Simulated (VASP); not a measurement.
# SrCl2 (Fm-3m) in VASP: notebook, part 2 of 2

VASP 6.6.1.

### 3 G0W0 quasiparticle levels, r2SCAN

File POSCAR:

```
SrCl2
1.0
    0.0000000000      3.4976509436      3.4976509436
    3.4976509436      0.0000000000      3.4976509436
    3.4976509436      3.4976509436      0.0000000000
Sr Cl
1 2
Direct
    0.0000000000      0.0000000000      0.0000000000
    0.2500000000      0.2500000000      0.2500000000
    0.7500000000      0.7500000000      0.7500000000
```

File INCAR.step1:

```
ALGO = Normal ; EDIFF = 1E-8
ENCUT = 500 ; ISMEAR = 0
LASPH = T ; LCHARG = F
LMIXTAU = T ; LREAL = F
LWAVE = T ; METAGGA = R2SCAN
NELM = 60 ; PREC = Accurate
SIGMA = 0.01
```

File INCAR.step2:

```
ALGO = Exact ; EDIFF = 1E-8
ENCUT = 500 ; ISMEAR = 0
ISTART = 1 ; LASPH = T
LCHARG = F ; LMIXTAU = T
LOPTICS = T ; LREAL = F
LWAVE = T ; METAGGA = R2SCAN
NBANDS = 333 ; NELM = 1
PREC = Accurate ; SIGMA = 0.01
```

File INCAR.step3:

```
ALGO = EVGW0 ; EDIFF = 1E-8
ENCUT = 500 ; ENCUTGW = 140.0
ISMEAR = 0 ; ISTART = 1
LASPH = T ; LCHARG = F
LMIXTAU = T ; LREAL = F
LWAVE = F ; METAGGA = R2SCAN
NBANDS = 333 ; NBANDSGW = 20
NELMGW = 1 ; NOMEGA = 96
OMEGAMAX = 20 ; PREC = Accurate
PRECFOCK = Fast ; SIGMA = 0.01
```

File KPOINTS:

```
k-points
0
Gamma
  4 4 4
```

Potentials or basis: VASP PAW PBE potentials, release 64 (Sr_sv_GW, Cl_GW).

Launch:

```console
cat potpaw_PBE.64/Sr_sv_GW/POTCAR potpaw_PBE.64/Cl_GW/POTCAR > POTCAR
cp INCAR.step1 INCAR
mpirun -np 1 vasp_std > vasp.out
cp INCAR.step2 INCAR
mpirun -np 1 vasp_std > vasp.out
cp INCAR.step3 INCAR
mpirun -np 1 vasp_std > vasp.out
```

OUTCAR:

```text
EDIFF = 1E-8
   ENCUT = 500
   ENCUTGW = 140.0
   ISMEAR = 0
   ISTART = 1
   LASPH = T
   LREAL = F
   METAGGA = R2SCAN
   NELMGW = 1
   PREC = Accurate
   PRECFOCK = Fast

 ion  position               nearest neighbor table
   1  0.000  0.000  0.000-
   2  0.250  0.250  0.250-
   3  0.750  0.750  0.750-

  LATTYP: Found a face centered cubic cell.
 ALAT       =     6.9953018872

  Lattice vectors:

 A1 = (   0.0000000000,   3.4976509436,   3.4976509436)
 A2 = (   3.4976509436,   0.0000000000,   3.4976509436)
 A3 = (   3.4976509436,   3.4976509436,   0.0000000000)

Analysis of symmetry for initial positions (statically):
=====================================================================
 Subroutine PRICEL returns:
 Original cell was already a primitive cell.

 Routine SETGRP: Setting up the symmetry group for a
 face centered cubic supercell.

 Subroutine GETGRP returns: Found 48 space group operations
 (whereof 48 operations were pure point group operations)
 out of a pool of 48 trial point group operations.

[... 116 lines left out ...]
   IALGO  =     38    algorithm
   IMIX   =      4    mixing-type and parameters
     AMIX     =   0.40;   BMIX     =  1.00
     AMIX_MAG =   1.60;   BMIX_MAG =  1.00
  volume/ion in A,a.u.               =      28.53       192.50
  Fermi-wavevector in a.u.,A,eV,Ry     =   1.071582  2.024997 15.623409  1.148288
  Thomas-Fermi vector in A             =   2.207327
   LORBIT       =      0    0 simple, 1 ext, 2 COOP (PROOUT), +10 PAW based schemes
   METAGGA = R2SCAN    functional components
   LHFCALC =     T    Hartree Fock is set to
   PRECFOCK=fast      Normal, Fast or Accurate (Low or Medium for compatibility)
   ENCUT4O =  -1.0   cutoff for four orbital integrals eV
   NKREDX  =     1    reduce k-point grid by
   NKREDY  =     1    reduce k-point grid by
   NKREDZ  =     1    reduce k-point grid by
   AEXX    =    1.0000 exact exchange contribution
   HFSCREEN=    0.0000 screening length (either q_TF or 0.3 A-1)
   HFSCREENC=   0.0000 screening length for correlation (either q_TF or 0.3 A-1)
   ENCUTFOCK=  -1.0 apply spherical cutoff to Coloumb kernel
   IVDW    =     0    specifies the selected vdW correction
   LEPSILON=     F    determine dielectric tensor
   LRPA    =     F    only Hartree local field effects (RPA)
   LRPAFORCE           =     F    calculate RPA forces
   ENCUTGW             = 140.0    cutoff for response function in eV
   ENCUTGWSOFT         = 112.0    soft cutoff for Coulomb kernel in GW response function in eV
   ENCUTLF             =  -1.0    cutoff for local field effects
   NELMGW              =     1    number of iterations in solving QP/BSE equation
   NELMHF              =     1    number of iterations in the inner HF iteration
   NKREDLFX            =     1    NKREDLFY  =   1   NKREDLFZ  =   1
 non-spin polarized calculation
 Gauss-broadening in eV      SIGMA  =   0.01
  energy-cutoff  :      500.00
  volume of cell :       85.58
 maximum number of plane-waves:      2200
  NGX = 20; NGY = 20; NGZ = 20
   NGX = 17   NGY = 17   NGZ = 17
 maximum number of plane-waves:       332

 QP shifts <psi_nk| G(iteration)W_0 |psi_nk>: iteration 1
 for sc-GW calculations column KS-energies equals QP-energies in previous step
 and V_xc(KS)=  KS-energies - (<T + V_ion + V_H > + <T+V_H+V_ion>^1  + <V_x>^1)

 k-point   1 :       0.0000    0.0000    0.0000
  band No.  KS-energies  QP-energies   sigma(KS)   V_xc(KS)     V^pw_x(r,r')   Z            occupation Imag(sigma)

      1     -33.7150     -34.6843     -20.2645     -18.7385     -28.9415       0.6352       2.0000       0.4286
      2     -15.0710     -17.3150     -19.9842     -17.2224     -23.0444       0.8125       2.0000       0.0935
      3     -15.0710     -17.3150     -19.9842     -17.2224     -23.0444       0.8125       2.0000       0.0935
      4     -15.0710     -17.3150     -19.9842     -17.2224     -23.0444       0.8125       2.0000       0.0935
      5     -13.7004     -14.3266     -16.8421     -15.9148     -24.2270       0.6753       2.0000       1.0523
      6     -12.8426     -13.4771     -17.5457     -16.5990     -24.6539       0.6701       2.0000       0.8786
[... 167 lines left out ...]
      6     -13.0134     -13.7826     -17.7522     -16.6404     -24.4191       0.6918       2.0000       0.8406
[... 12 lines left out ...]
     19      11.2319      12.2683      -7.3118      -8.5582      -3.5439       0.8315       0.0000      -0.0680
     20      11.8355      12.7806      -8.4227      -9.5693      -4.5380       0.8242       0.0000      -0.0640
```

OUTCAR.step1:

```text
EDIFF = 1E-8
   ENCUT = 500
   ISMEAR = 0
   LASPH = T
[... 358 lines left out ...]
      0.00000      0.00000      0.00000        -0.000000      0.000000     -0.000000
      1.74883      1.74883      1.74883        -0.000000     -0.000000     -0.000000
      5.24648      5.24648      5.24648         0.000000      0.000000      0.000000
 -----------------------------------------------------------------------------------
    total drift:                                0.000000      0.000000      0.000000

  FREE ENERGIE OF THE ION-ELECTRON SYSTEM (eV)
  ---------------------------------------------------
  free  energy   TOTEN  =       -40.4220185554 eV

  energy  without entropy=      -40.4220185554  energy(sigma->0) =      -40.42201856
```

Wall time 12 min (1 thread of Intel Xeon 6975P-C (Granite Rapids), shared host); peak memory 1.3 GiB.

What came out:

```yaml
Quasiparticle_gap: 7.82 eV
Least_direct_quasiparticle_gap: 8.20 eV
Band_gap_of_the_starting_levels_on_the_mesh: 5.95 eV
Least_direct_gap_of_the_starting_levels_on_the_mesh: 6.00 eV
```

Caveat: the k points lie up to 0.39 Å⁻¹ apart; bands, screening cutoff and mesh are small and nothing is extrapolated, so the quasiparticle values aren't converged.
